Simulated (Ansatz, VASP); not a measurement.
# Two plane-wave programs on Al

```
Al
1.0
    -1.60713    1.60713    1.60713
     1.60713   -1.60713    1.60713
     1.60713    1.60713   -1.60713
Al
1
Cartesian
  0.0000 0.0000 0.0000
```

Alike in both runs: task relaxation of cell and atoms; functional PBEsol; k mesh 18 × 18 × 18; occupations gaussian, width 0.1 eV; no spin polarisation.

```csv
,VASP,Ansatz
version,VASP 6.6.1,Ansatz 0.2.0
potentials or method,"VASP PAW PBE potentials, release 64 (Al), cutoff 600 eV","scalar-relativistic, plane waves, PAW"
valence electrons in the cell,3,3
```

|  | VASP | Ansatz | Ansatz less VASP |
| --- | --- | --- | --- |
| gap on the k mesh at the Fermi level, each at its own relaxed structure (eV) | none | none | - |
| relaxed volume (Å³/atom) | 16.60 | 16.60 | 0.000 |
| relaxed cell length with the largest relative difference (Å) | 2.784 | 2.784 | 0.0000 |

VASP's potentials were made for PBE, not for PBEsol. A gap of «none» marks a metal or a gap that the smearing closes.

Noted on VASP's run: the relaxation stopped at its first step, so nothing moved.
